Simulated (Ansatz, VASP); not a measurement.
## Two plane-wave programs on Ga

File INCAR:

```
SYSTEM = Ga
  PREC = Accurate
  ENCUT = 520
  EDIFF = 1E-6
  ISMEAR = -1
  SIGMA = 0.1
  LREAL = .FALSE.
  LASPH = .TRUE.
  NELM = 80
  ALGO = Normal
  ISIF = 2
  LWAVE = .FALSE.
  LCHARG = .FALSE.
  GGA = B5
  ALDAX = 1.0
  AGGAX = 1.0
  AGGAC = 1.0
  ALDAC = 0.0
  NBANDS = 12
```

The input KPOINTS:

```
regular mesh
0
G
  13 13 13
  0 0 0
```

POSCAR

```
Ga
1.0
    2.7926558327      0.0000000000      0.0000000000
    0.0000000000      2.7926558327      0.0000000000
    0.0000000000      0.0000000000      2.7926558327
Ga
1
Direct
    0.0000000000      0.0000000000      0.0000000000
```

Input for Ansatz:

```yaml
crystal:
  lattice:
    - [2.7926558327, 0.0, 0.0]
    - [0.0, 2.7926558327, 0.0]
    - [0.0, 0.0, 2.7926558327]
  atoms:
    - { symbol: Ga, position: [0.0, 0.0, 0.0] }
hamiltonian:
  xc: blyp
  pseudopotentials:
    kind: paw
    azcp:
      Ga: "pseudopotentials/Ga.paw.azcp"
basis:
  ecutwfc: 420
  fft_grid_basis: typed
kpoints:
  mp_grid: { grid: [13, 13, 13], shift: [0, 0, 0] }
magnetization:
  spin_polarized: false
scf:
  occupations: { method: fermi_dirac, width: 0.1 }
  lower_state_search: "off"
output:
  stress: true
  write_density: true
  write_potential: true
  elf: true
  volumetric_format: npy
```

Alike in both runs: task single point; functional BLYP; k mesh 13 × 13 × 13; occupations fermi-dirac, width 0.1 eV; no spin polarisation.

```csv
,VASP,Ansatz
version,VASP 6.6.1,Ansatz 0.2.0
potentials or method,"VASP PAW PBE potentials, release 64 (Ga_d), cutoff 520 eV","plane waves (420 eV) with PAW, scalar-relativistic"
valence electrons in the cell,13,13
```

```tsv
	VASP	Ansatz	Ansatz less VASP
pressure (GPa)	1.3	1.4	+0.08
```

VASP's potentials were made for PBE, not for BLYP.
